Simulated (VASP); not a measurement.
# HfB2 (P6/mmm) in VASP: further runs

HfB2 is run at these levels: r2SCAN; tasks: single point.

Everything below comes from runs of VASP 6.6.1. Logs are shortened: lines on timing, memory, paths and dates and some standing lists are left out, and cuts for length are marked.

### Step 1. The cell of the first run

Symmetry: P6/mmm, No. 191, hexagonal system. Conventional cell: a = 3.140 Å, b = 3.140 Å, c = 3.480 Å, α = 90.00°, β = 90.00°, γ = 120.00°. Hf (site symmetry 6/mmm) has 12 B at 2.51 Å and 6 Hf at 3.14 Å within 3.3 Å. Within 2.4 Å of B (site symmetry -6m2) lie 3 B at 1.81 Å.

### Step 2. Single point, r2SCAN

POSCAR reads:

```
HfB2
1.0
    3.1400000000      0.0000000000      0.0000000000
   -1.5700000000      2.7193197679      0.0000000000
    0.0000000000      0.0000000000      3.4800000000
Hf B
1 2
Direct
    0.0000000000      0.0000000000      0.0000000000
    0.3333333333      0.6666666667      0.5000000000
    0.6666666667      0.3333333333      0.5000000000
```

INCAR.step1 reads:

```
PREC = Accurate ; ENCUT = 520
ISMEAR = 1 ; SIGMA = 0.1
LREAL = F ; LASPH = T
NELM = 80 ; NBANDS = 15
GGA = PE ; ALGO = Normal
EDIFF = 1E-4 ; LWAVE = T
LCHARG = F
```

INCAR.step2 reads:

```
PREC = Accurate ; ENCUT = 520
EDIFF = 1E-6 ; ISMEAR = 1
SIGMA = 0.1 ; LREAL = F
LASPH = T ; NELM = 80
ALGO = Normal ; ISIF = 2
LWAVE = F ; LCHARG = F
METAGGA = R2SCAN ; LMIXTAU = T
NBANDS = 15 ; ISTART = 1
```

KPOINTS reads:

```
Automatic mesh
0
Gamma
  3 3 2
```

Potentials or basis: VASP PAW PBE potentials, release 64 (Hf_pv, B).

Launch:

```
$ cat potpaw_PBE.64/Hf_pv/POTCAR potpaw_PBE.64/B/POTCAR > POTCAR
$ cp INCAR.step1 INCAR
$ mpirun -np 1 vasp_std > vasp.out
$ cp INCAR.step2 INCAR
$ mpirun -np 1 vasp_std > vasp.out
```

OUTCAR:

```text
PREC = Accurate
   ENCUT = 520
   EDIFF = 1E-6
   ISMEAR = 1
   LREAL = F
   LASPH = T
   NELM = 80
   ISIF = 2
   METAGGA = R2SCAN
   ISTART = 1

 ion  position               nearest neighbor table
   1  0.000  0.000  0.000-   2 2.51   3 2.51   2 2.51   3 2.51   3 2.51   3 2.51   2 2.51   2 2.51
                             3 2.51   3 2.51   2 2.51   2 2.51
   2  0.333  0.667  0.500-   3 1.81   3 1.81   3 1.81   1 2.51   1 2.51   1 2.51   1 2.51   1 2.51
                             1 2.51
   3  0.667  0.333  0.500-   2 1.81   2 1.81   2 1.81   1 2.51   1 2.51   1 2.51   1 2.51   1 2.51
                             1 2.51

  LATTYP: Found a hexagonal cell.
 ALAT       =     3.1400000000
 C/A-ratio  =     1.1082802548

  Lattice vectors:

 A1 = (   3.1400000000,   0.0000000000,   0.0000000000)
 A2 = (  -1.5700000000,   2.7193197679,   0.0000000000)
 A3 = (   0.0000000000,   0.0000000000,   3.4800000000)

Analysis of symmetry for initial positions (statically):
=====================================================================
 Subroutine PRICEL returns:
 Original cell was already a primitive cell.

 Routine SETGRP: Setting up the symmetry group for a
 hexagonal supercell.

 Subroutine GETGRP returns: Found 24 space group operations
 (whereof 24 operations were pure point group operations)
 out of a pool of 24 trial point group operations.

The static configuration has the point symmetry D_6h.

Analysis of symmetry for dynamics (positions and initial velocities):
=====================================================================
 Subroutine PRICEL returns:
 Original cell was already a primitive cell.

 Routine SETGRP: Setting up the symmetry group for a
 hexagonal supercell.

 Subroutine GETGRP returns: Found 24 space group operations
 (whereof 24 operations were pure point group operations)
 out of a pool of 24 trial point group operations.

The dynamic configuration has the point symmetry D_6h.

 Subroutine INISYM returns: Found 24 space group operations
 (whereof 24 operations are pure point group operations),
 and found     1 'primitive' translations

----------------------------------------------------------------------------------------

                                     Primitive cell

  volume of cell :      29.7146

  direct lattice vectors                    reciprocal lattice vectors
[... 80 lines left out ...]
   PSTRESS=    0.0 pullay stress
   NELECT =      16.0000    total number of electrons
   NUPDOWN=      -1.0000    fix difference up-down
   EMIN   =  10.00;   EMAX   =-10.00  energy-range for DOS
   EFERMI =   0.00;   METHOD = LEGACY
   ISMEAR =     1;   SIGMA  =   0.10  broadening in eV -4-tet -1-fermi 0-gaus
   EFERMI_NEDOS =   21; number of points for ismear=-14 and -15
   IALGO  =     38    algorithm
   IMIX   =      4    mixing-type and parameters
     AMIX     =   0.40;   BMIX     =  1.00
     AMIX_MAG =   1.60;   BMIX_MAG =  1.00
  volume/ion in A,a.u.               =       9.90        66.84
  Fermi-wavevector in a.u.,A,eV,Ry     =   1.331860  2.516850 24.134693  1.773850
  Thomas-Fermi vector in A             =   2.460838
   LORBIT       =      0    0 simple, 1 ext, 2 COOP (PROOUT), +10 PAW based schemes
   METAGGA = R2SCAN    functional components
   LHFCALC =     F    Hartree Fock is set to
   AEXX    =    0.0000 exact exchange contribution
   IVDW    =     0    specifies the selected vdW correction
   LEPSILON=     F    determine dielectric tensor
   LRPA    =     F    only Hartree local field effects (RPA)
 non-spin polarized calculation
 Methfessel and Paxton  Order N= 1 SIGMA  =   0.10
  energy-cutoff  :      520.00
  volume of cell :       29.71
 maximum number of plane-waves:       816
 NGX is ok and might be reduce to    24
   NGX = 11   NGY = 11   NGZ = 13

 number of electron      15.9999997 magnetization

 Free energy of the ion-electron system (eV)
  ---------------------------------------------------
  ext. energy  EPLUGINS =         0.00000000
  ---------------------------------------------------
  free energy    TOTEN  =       -63.13238772 eV

  energy without entropy =      -63.12925333  energy(sigma->0) =      -63.13134292

 E-fermi :   8.0979     XC(G=0): -13.5334

 val. band max:        8.0978686304   @ k =   0.0000   0.0000   0.5000
 cond. band min:       8.0978691920   @ k =   0.0000   0.0000   0.5000
 fundamental gap:      0.0000005616
 Fermi energy:         8.0978689112

 k-point     1 :       0.0000    0.0000    0.0000
  band No.  band energies     occupation
      1     -24.2243      2.00000
      2     -23.8336      2.00000
      3     -23.8336      2.00000
      4      -6.8476      2.00000
      5       4.5504      2.00000
      6       4.6981      2.00000
      7       4.7326      2.00000
      8       4.7326      2.00000
      9      11.8748      0.00000
     10      11.8748      0.00000
     11      12.6148      0.00000
     12      12.6148      0.00000
     13      12.8455      0.00000
     14      13.0591      0.00000
[... 77 lines left out ...]
      2     -24.3374      2.00000
      3     -24.2937      2.00000
      4      -1.9496      2.00000
      5      -1.9496      2.00000
      6       1.9918      2.00000
      7       4.2041      2.00000
      8       4.2041      2.00000
      9      12.5255      0.00000
     10      13.3303      0.00000
     11      14.8845      0.00000
     12      14.8845      0.00000
     13      15.2773      0.00000
     14      15.2774      0.00000
     15      17.8780      0.00000

------------------------ aborting loop because EDIFF is reached ----------------------------------------

  FORCE on cell =-STRESS in cart. coord.  units (eV):
  Direction    XX          YY          ZZ          XY          YZ          ZX
  --------------------------------------------------------------------------------------
  -------------------------------------------------------------------------------------
  Total       -0.0476510     -0.0476510     -1.1612706      0.0000000     -0.0000000      0.0000000
  in kB       -2.5692906     -2.5692906    -62.6144903      0.0000000     -0.0000000      0.0000000
  external PRESSURE =     -22.5843571 kB  Pullay stress =       0.0000000 kB

 VOLUME and BASIS-vectors are now :
 -----------------------------------------------------------------------------
  energy-cutoff  :      520.00
  volume of cell :       29.71
      direct lattice vectors                 reciprocal lattice vectors
     3.140000000  0.000000000  0.000000000     0.318471338  0.183869512  0.000000000
    -1.570000000  2.719319768  0.000000000     0.000000000  0.367739025  0.000000000
     0.000000000  0.000000000  3.480000000     0.000000000  0.000000000  0.287356322

 POSITION                                       TOTAL-FORCE (eV/Angst)
 -----------------------------------------------------------------------------------
      0.00000      0.00000      0.00000         0.000000      0.000000      0.000000
     -0.00000      1.81288      1.74000         0.000000      0.000000      0.000000
      1.57000      0.90644      1.74000        -0.000000     -0.000000     -0.000000
 -----------------------------------------------------------------------------------
    total drift:                               -0.000000      0.000000      0.000000

  FREE ENERGIE OF THE ION-ELECTRON SYSTEM (eV)
  ---------------------------------------------------
  free  energy   TOTEN  =       -63.1323877184 eV

  energy  without entropy=      -63.1292533319  energy(sigma->0) =      -63.13134292
```

OUTCAR.step1:

```text
PREC = Accurate
   ENCUT = 520
   ISMEAR = 1
   LREAL = F
[... 317 lines left out ...]
      0.00000      0.00000      0.00000        -0.000000      0.000000     -0.000000
     -0.00000      1.81288      1.74000        -0.000000     -0.000000      0.000000
      1.57000      0.90644      1.74000         0.000000      0.000000     -0.000000
 -----------------------------------------------------------------------------------
    total drift:                               -0.000000      0.000000      0.000000

  FREE ENERGIE OF THE ION-ELECTRON SYSTEM (eV)
  ---------------------------------------------------
  free  energy   TOTEN  =       -26.4440947542 eV

  energy  without entropy=      -26.4409603676  energy(sigma->0) =      -26.44304996
```

OSZICAR.step1:

```text
N       E                     dE             d eps       ncg     rms          rms(c)
DAV:   1     0.287819337375E+02    0.28782E+02   -0.81786E+03   180   0.102E+03
DAV:   2    -0.275445278037E+02   -0.56326E+02   -0.53346E+02   236   0.230E+02
DAV:   3    -0.290626766271E+02   -0.15181E+01   -0.15141E+01   222   0.271E+01
DAV:   4    -0.290696524742E+02   -0.69758E-02   -0.69745E-02   222   0.221E+00
DAV:   5    -0.290696981489E+02   -0.45675E-04   -0.45674E-04   208   0.158E-01    0.518E+01
DAV:   6    -0.265897337510E+02    0.24800E+01   -0.27687E+00   215   0.122E+01    0.386E+01
DAV:   7    -0.265167721494E+02    0.72962E-01   -0.10228E+00   229   0.767E+00    0.133E+01
DAV:   8    -0.264485830259E+02    0.68189E-01   -0.23969E-01   201   0.391E+00    0.271E+00
DAV:   9    -0.264441217007E+02    0.44613E-02   -0.18618E-02   215   0.113E+00    0.435E-01
DAV:  10    -0.264440947542E+02    0.26946E-04   -0.67136E-04   180   0.209E-01
   1 F= -.26444095E+02 E0= -.26443050E+02  d E =-.313439E-02
```

Wall time 21 s (1 thread of Intel Xeon 6455B, shared host); peak memory 0.15 GiB.

Results:

| Property | Result |
| --- | --- |
| Free energy | -63.1324 eV |
| Pressure | -2.3 GPa |
| Band gap on the k mesh | zero (filled and empty bands touch) |

Stress tensor (GPa, compression positive):
```
-0.26  0.00  0.00
 0.00 -0.26  0.00
 0.00  0.00 -6.26
```

Caveat: the k points lie up to 0.90 Å⁻¹ apart; the PAW data sets were made with another functional, which shifts forces and pressure a little; spin-orbit coupling is left out, which moves the levels of the heavy elements.

[end of part 1 of 2]
